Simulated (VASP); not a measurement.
# Al5N (P6/mmm) in VASP: single point with PBE

Aim: the single point of Al5N with PBE.

Everything below comes from runs of VASP 6.6.1. Logs are shortened: lines on timing, memory, paths and dates and some standing lists are left out, and cuts for length are marked.

**1. The cell of the first run**

It takes space group P6/mmm (No. 191, hexagonal). Conventional cell: a = 5.194 Å, b = 5.194 Å, c = 4.662 Å, α = 90.00°, β = 90.00°, γ = 120.00°. Within 3.5 Å of Al (site symmetry mmm) lie 8 Al at 2.60 to 2.77 Å and 4 N at 3.49 Å. Within 3.7 Å of Al (site symmetry -6m2) lie 9 Al at 2.77 to 3.00 Å and 3 N at 3.00 Å. Within 3.9 Å of N (site symmetry 6/mmm) lie 18 Al at 3.00 to 3.49 Å.

The cell was generated, and may not be a known phase.

**2. Single point, PBE, collinear spin, ferromagnetic start**

File INCAR:

```
SYSTEM = Al5N
ALGO = Normal
EDIFF = 1E-6
ENCUT = 520
GGA = PE
ISIF = 2
ISMEAR = 0
ISPIN = 2
LASPH = .True.
LCHARG = .False.
LORBIT = 11
LREAL = .False.
LWAVE = .False.
MAGMOM = 0 0 0 0 0 1.74
NBANDS = 23
NELM = 150
PREC = Accurate
SIGMA = 0.1
```

File KPOINTS:

```
k-points
0
Gamma
  12 12 8
  0 0 0
```

File POSCAR:

```
Al5N
1.0
    5.1938399235      0.0000000000      0.0000000000
   -2.5969199618      4.4979973170      0.0000000000
    0.0000000000      0.0000000000      4.6623782128
Al N
5 1
Direct
    0.0000000000      0.5000000000      0.5000000000
    0.3333333333      0.6666666667      0.0000000000
    0.6666666667      0.3333333333      0.0000000000
    0.5000000000      0.0000000000      0.5000000000
    0.5000000000      0.5000000000      0.5000000000
    0.0000000000      0.0000000000      0.0000000000
```

Potentials or basis: VASP PAW PBE potentials, release 64 (Al, N).

Command:

```
$ cat potpaw_PBE.64/Al/POTCAR potpaw_PBE.64/N/POTCAR > POTCAR
$ mpirun -np 1 vasp_std > vasp.out
```

OUTCAR:

```text
SYSTEM = Al5N
   EDIFF = 1E-6
   ENCUT = 520
   GGA = PE
   ISIF = 2
   ISMEAR = 0
   ISPIN = 2
   LASPH = .True.
   LORBIT = 11
   LREAL = .False.
   NELM = 150
   PREC = Accurate

 ion  position               nearest neighbor table
   1  0.000  0.500  0.500-   5 2.60   5 2.60   4 2.60   4 2.60   2 2.77   3 2.77   2 2.77   3 2.77

   2  0.333  0.667  0.000-   1 2.77   1 2.77   4 2.77   4 2.77   5 2.77   5 2.77   3 3.00   3 3.00
                             3 3.00
   3  0.667  0.333  0.000-   1 2.77   1 2.77   4 2.77   4 2.77   5 2.77   5 2.77   2 3.00   2 3.00
                             2 3.00
   4  0.500  0.000  0.500-   1 2.60   1 2.60   5 2.60   5 2.60   2 2.77   3 2.77   3 2.77   2 2.77

   5  0.500  0.500  0.500-   1 2.60   1 2.60   4 2.60   4 2.60   2 2.77   3 2.77   3 2.77   2 2.77

   6  0.000  0.000  0.000-

  LATTYP: Found a hexagonal cell.
 ALAT       =     5.1938399235
 C/A-ratio  =     0.8976746071

  Lattice vectors:

 A1 = (   5.1938399235,   0.0000000000,   0.0000000000)
 A2 = (  -2.5969199618,   4.4979973170,   0.0000000000)
 A3 = (   0.0000000000,   0.0000000000,   4.6623782128)

Analysis of symmetry for initial positions (statically):
=====================================================================
 Subroutine PRICEL returns:
 Original cell was already a primitive cell.

 Routine SETGRP: Setting up the symmetry group for a
 hexagonal supercell.

 Subroutine GETGRP returns: Found 24 space group operations
 (whereof 24 operations were pure point group operations)
 out of a pool of 24 trial point group operations.

The static configuration has the point symmetry D_6h.

Analysis of symmetry for dynamics (positions and initial velocities):
=====================================================================
 Subroutine PRICEL returns:
 Original cell was already a primitive cell.

 Routine SETGRP: Setting up the symmetry group for a
 hexagonal supercell.

 Subroutine GETGRP returns: Found 24 space group operations
 (whereof 24 operations were pure point group operations)
 out of a pool of 24 trial point group operations.

The dynamic configuration has the point symmetry D_6h.

Analysis of structural, dynamic, and magnetic symmetry:
=====================================================================
 Subroutine PRICEL returns:
 Original cell was already a primitive cell.

 Routine SETGRP: Setting up the symmetry group for a
 hexagonal supercell.

 Subroutine GETGRP returns: Found 24 space group operations
 (whereof 24 operations were pure point group operations)
[... 146 lines left out ...]
 NGX is ok and might be reduce to    40
   NGX = 19   NGY = 19   NGZ = 17

 number of electron      19.9999999 magnetization       1.7357874

 Free energy of the ion-electron system (eV)
  ---------------------------------------------------
  ext. energy  EPLUGINS =         0.00000000
  ---------------------------------------------------
  free energy    TOTEN  =       -21.24856936 eV

  energy without entropy =      -21.23200898  energy(sigma->0) =      -21.24028917

 E-fermi :   5.4176     XC(G=0):  -9.5007

 val. band max:        5.4116499930   @ k =   0.2500   0.2500   0.1250
 cond. band min:       5.4204519776   @ k =   0.3333   0.2500   0.3750
 fundamental gap:      0.0088019847
 Fermi energy:         5.4176338301

 spin component 1

 k-point     1 :       0.0000    0.0000    0.0000
  band No.  band energies     occupation
      1      -8.1031      1.00000
      2      -4.0927      1.00000
      3       0.4535      1.00000
      4       1.4351      1.00000
      5       2.2844      1.00000
      6       2.2844      1.00000
[... 589 lines left out ...]
     21      12.0675      0.00000
     22      12.8723      0.00000

 [... further k-points ...]

 spin component 2

 k-point     1 :       0.0000    0.0000    0.0000
  band No.  band energies     occupation
      1      -6.1420      1.00000
      2      -3.6351      1.00000
      3       0.4819      1.00000
      4       1.7173      1.00000
      5       2.3650      1.00000
      6       2.3650      1.00000
[... 589 lines left out ...]
     21      12.1873      0.00000
     22      13.1233      0.00000

 [... further k-points ...]

 [bands above 22 left out]

------------------------ aborting loop because EDIFF is reached ----------------------------------------

  FORCE on cell =-STRESS in cart. coord.  units (eV):
  Direction    XX          YY          ZZ          XY          YZ          ZX
  --------------------------------------------------------------------------------------
  -------------------------------------------------------------------------------------
  Total       -0.0265205     -0.0265205     -0.0169115      0.0000000      0.0000000      0.0000000
  in kB       -0.3901006     -0.3901006     -0.2487583      0.0000000      0.0000000      0.0000000
  external PRESSURE =      -0.3429865 kB  Pullay stress =       0.0000000 kB

 VOLUME and BASIS-vectors are now :
 -----------------------------------------------------------------------------
  energy-cutoff  :      520.00
  volume of cell :      108.92
      direct lattice vectors                 reciprocal lattice vectors
     5.193839923  0.000000000  0.000000000     0.192535776  0.111160582  0.000000000
    -2.596919962  4.497997317  0.000000000     0.000000000  0.222321164  0.000000000
     0.000000000  0.000000000  4.662378213     0.000000000  0.000000000  0.214482814

 POSITION                                       TOTAL-FORCE (eV/Angst)
 -----------------------------------------------------------------------------------
     -1.29846      2.24900      2.33119         0.000000      0.000000      0.000000
     -0.00000      2.99866      0.00000         0.000000     -0.000000      0.000000
      2.59692      1.49933      0.00000        -0.000000     -0.000000     -0.000000
      2.59692      0.00000      2.33119         0.000000      0.000000      0.000000
      1.29846      2.24900      2.33119         0.000000      0.000000      0.000000
      0.00000      0.00000      0.00000         0.000000      0.000000      0.000000
 -----------------------------------------------------------------------------------
    total drift:                                0.000000     -0.000000      0.000000

  FREE ENERGIE OF THE ION-ELECTRON SYSTEM (eV)
  ---------------------------------------------------
  free  energy   TOTEN  =       -21.2485693649 eV

  energy  without entropy=      -21.2320089787  energy(sigma->0) =      -21.24028917

 total charge

# of ion       s       p       d       tot
------------------------------------------
    1        0.463   0.356   0.000   0.819
    2        0.439   0.301   0.000   0.740
    3        0.439   0.301   0.000   0.740
    4        0.463   0.356   0.000   0.819
    5        0.463   0.356   0.000   0.819
    6        1.350   1.979   0.000   3.329
--------------------------------------------------
tot          3.617   3.649   0.000   7.266

 magnetization (x)

# of ion       s       p       d       tot
------------------------------------------
    1        0.011   0.006   0.000   0.017
    2        0.007   0.000   0.000   0.007
    3        0.007   0.000   0.000   0.007
    4        0.011   0.006   0.000   0.017
    5        0.011   0.006   0.000   0.017
    6        0.027   1.100   0.000   1.126
--------------------------------------------------
tot          0.072   1.120   0.000   1.192
```

OSZICAR:

```text
N       E                     dE             d eps       ncg     rms          rms(c)
DAV:   1     0.245227263600E+02    0.24523E+02   -0.67371E+03  8740   0.682E+02
DAV:   2    -0.186300053300E+02   -0.43153E+02   -0.40190E+02 11388   0.104E+02
DAV:   3    -0.217547402664E+02   -0.31247E+01   -0.30375E+01 11168   0.229E+01
DAV:   4    -0.217971469986E+02   -0.42407E-01   -0.42359E-01 10220   0.311E+00
DAV:   5    -0.217979465354E+02   -0.79954E-03   -0.79952E-03 11226   0.468E-01    0.528E+00
DAV:   6    -0.219433418131E+02   -0.14540E+00   -0.60076E+00 11381   0.878E+00    0.643E+00
DAV:   7    -0.212722473923E+02    0.67109E+00   -0.34142E+00 11333   0.473E+00    0.178E+00
DAV:   8    -0.212422723798E+02    0.29975E-01   -0.31670E-01  9349   0.229E+00    0.585E-01
DAV:   9    -0.212463277172E+02   -0.40553E-02   -0.23824E-02 10723   0.706E-01    0.284E-01
DAV:  10    -0.212470811657E+02   -0.75345E-03   -0.55185E-03  9922   0.425E-01    0.156E-01
DAV:  11    -0.212484558050E+02   -0.13746E-02   -0.19711E-03 10238   0.227E-01    0.787E-02
DAV:  12    -0.212485488043E+02   -0.92999E-04   -0.17300E-04 10457   0.816E-02    0.380E-02
DAV:  13    -0.212485665548E+02   -0.17751E-04   -0.39553E-05 10274   0.299E-02    0.172E-02
DAV:  14    -0.212485686020E+02   -0.20472E-05   -0.20626E-05 10403   0.170E-02    0.660E-03
DAV:  15    -0.212485693649E+02   -0.76283E-06   -0.23420E-06  8313   0.883E-03
   1 F= -.21248569E+02 E0= -.21240289E+02  d E =-.165604E-01  mag=     1.7358
```

stdout:

```text
POSCAR found type information on POSCAR AlN
 POSCAR found :  2 types and       6 ions
 scaLAPACK will be used
 LDA part: xc-table for (Slater+PW92), standard interpolation
 POSCAR, INCAR and KPOINTS ok, starting setup
 FFT: planning ... GRIDC
 FFT: planning ... GRID_SOFT
 FFT: planning ... GRID
 WAVECAR not read
 entering main loop
```

Wall time 3.2 min (1 thread of Intel Xeon 6975P-C (Granite Rapids), shared host); peak memory 0.48 GiB.

What came out:

| Property | Result |
| --- | --- |
| Free energy | -21.2486 eV |
| Pressure | 0.0 GPa |
| Net moment | 1.74 μB per cell |
| Site moments | Al +0.02, +0.01 (each value once); N +1.13 μB |
| Valence electrons inside the program's atomic spheres | Al 0.82, 0.74 (each value once); N 3.33 |

Levels at points of the mesh, in eV from the Fermi level:
Spin up:
```
           k point  band 9  band 10  band 11  band 12  band 13  band 14
(0.00, 0.00, 0.00)   -2.52    -1.29     0.48     0.48     1.13     2.78
(0.50, 0.00, 0.00)   -1.11    -0.96    -0.60    -0.08     2.12     2.13
(0.00, 0.00, 0.50)   -1.48    -1.48    -1.46    -1.46    -0.41    -0.41
(0.50, 0.00, 0.50)   -1.11    -0.31     0.06     1.28     2.94     3.16
```
Spin down:
```csv
k point,band 6,band 7,band 8,band 9,band 10,band 11,band 12,band 13
"(0.00, 0.00, 0.00)",-3.05,-2.47,-2.27,-2.27,1.11,1.19,1.39,1.39
"(0.50, 0.00, 0.00)",-2.24,-2.23,-1.71,-0.58,0.38,0.59,1.16,2.16
"(0.00, 0.00, 0.50)",-1.45,-1.45,-1.41,-1.41,-1.33,-1.33,-0.39,-0.39
"(0.50, 0.00, 0.50)",-2.89,-2.66,-2.56,0.70,1.28,1.38,1.67,2.97
```
